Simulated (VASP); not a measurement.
Write the native input for VASP 6.6.1 that does the following.

```
Task                   : single point
Functional             : PBEsol
Potentials or basis    : VASP PAW PBE potentials, release 64 (Co)
Cutoff                 : 520 eV
k mesh                 : 15 × 15 × 1
Occupations            : gaussian, width 0.1 eV
Spin                   : collinear spin, ferromagnetic start
Starting moments       : [1.8, 1.8, 1.8, 1.8, 1.8, 1.8] μB
Dipole correction      : yes
Further INCAR settings : ALGO = Normal; EDIFF = 1e-06; NBANDS = 40
```

The structure of Co lies in POSCAR:

```
Co
1.0
    2.4564222948      0.0000000000      0.0000000000
   -1.2282111474      2.1273241097      0.0000000000
    0.0000000000      0.0000000000     24.9235339991
Co
6
Direct
    0.6666666667      0.3333333333      0.3023595476
    0.3333333333      0.6666666667      0.3796225698
    0.6666666667      0.3333333333      0.4607185073
    0.3333333333      0.6666666667      0.5392814720
    0.6666666667      0.3333333333      0.6203774302
    0.3333333333      0.6666666667      0.6976404732
```

One way to write it, as run:

INCAR

```
ALGO     = Normal         # electronic algorithm
DIPOL    = 0.5 0.5 0.500
EDIFF    = 1E-6           # SCF threshold, eV
ENCUT    = 520            # plane-wave cutoff, eV
GGA      = PS             # functional
IDIPOL   = 3            
ISIF     = 2              # what is computed and relaxed
ISMEAR   = 0              # smearing method
ISPIN    = 2              # spin polarisation
LASPH    = T              # aspherical terms in the spheres
LCHARG   = T              # write CHGCAR
LDIPOL   = T            
LELF     = T              # ELF
LMAXMIX  = 4              # l up to which the mixer works
LORBIT   = 11             # projections on sites
LREAL    = F              # projectors in reciprocal space
LVACPOTAV= T            
LVHAR    = T            
LWAVE    = F              # write WAVECAR
MAGMOM   = 1.8 1.8 1.8 1.8 1.8 1.8 # initial moments
NBANDS   = 40             # bands
NELM     = 150            # most SCF steps
PREC     = Accurate       # precision mode
SIGMA    = 0.1            # smearing width, eV
```

KPOINTS

```
k-points
0
Gamma
  15 15 1
```

Potentials or basis: VASP PAW PBE potentials, release 64 (Co).

Run with:

```bash
$ cat potpaw_PBE.64/Co/POTCAR > POTCAR
$ mpirun -np 1 vasp_std > vasp.out
```

It gave:

The largest force is 0.035 eV/Å and the net moment is 9.83 μB per cell. The site moments are Co +1.70, +1.63, +1.60 μB and the valence electrons inside the program's atomic spheres are Co 8.21, 8.37, 8.36.

Caveat: the PAW data sets were made with another functional, which shifts forces and pressure a little.

It took 20 min on 1 thread of Oxide Virtual Turin-like Processor (shared host), peak memory 0.36 GiB.
